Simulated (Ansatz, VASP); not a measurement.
Two plane-wave programs on ZrTi3Si8

```
CELL_PARAMETERS angstrom
2.44308 -4.34266 0.00000
2.44308 4.34266 0.00000
0.00000 0.00000 8.39841
ATOMIC_POSITIONS crystal
Zr 0.00000 0.00000 0.50000
Ti 0.50000 0.00000 0.75206
Ti 0.00000 0.50000 0.24794
Ti 0.50000 0.50000 0.00000
Si 0.50000 0.00000 0.08606
Si 0.00000 0.50000 0.59456
Si 0.50000 0.00000 0.40544
Si 0.00000 0.50000 0.91394
Si 0.00000 0.00000 0.15691
Si 0.50000 0.50000 0.66856
Si 0.00000 0.00000 0.84309
Si 0.50000 0.50000 0.33144
```

Alike in both runs: functional PBE; k mesh 10 × 10 × 6; occupations gaussian, width 0.1 eV; no spin polarisation.

Ansatz relaxed the structure, and its values are those at the end. VASP's run is a single point on that final structure, the one shown.

|  | VASP | Ansatz |
| --- | --- | --- |
| version | VASP 6.6.1 | Ansatz 0.2.0 |
| potentials or method | VASP PAW PBE potentials, release 64 (Zr_sv, Ti_sv, Si), cutoff 500 eV | scalar-relativistic, plane waves, PAW |
| valence electrons in the cell | 80 | 80 |

|  | VASP | Ansatz | Ansatz less VASP |
| --- | --- | --- | --- |
| gap on the k mesh at the Fermi level (eV) | none | none | - |
| pressure (GPa) | 0.0 | 0.0 | +0.01 |

A gap of «none» marks a metal or a gap that the smearing closes. With one functional, cell and mesh, what is left measures potentials, basis and numerics.
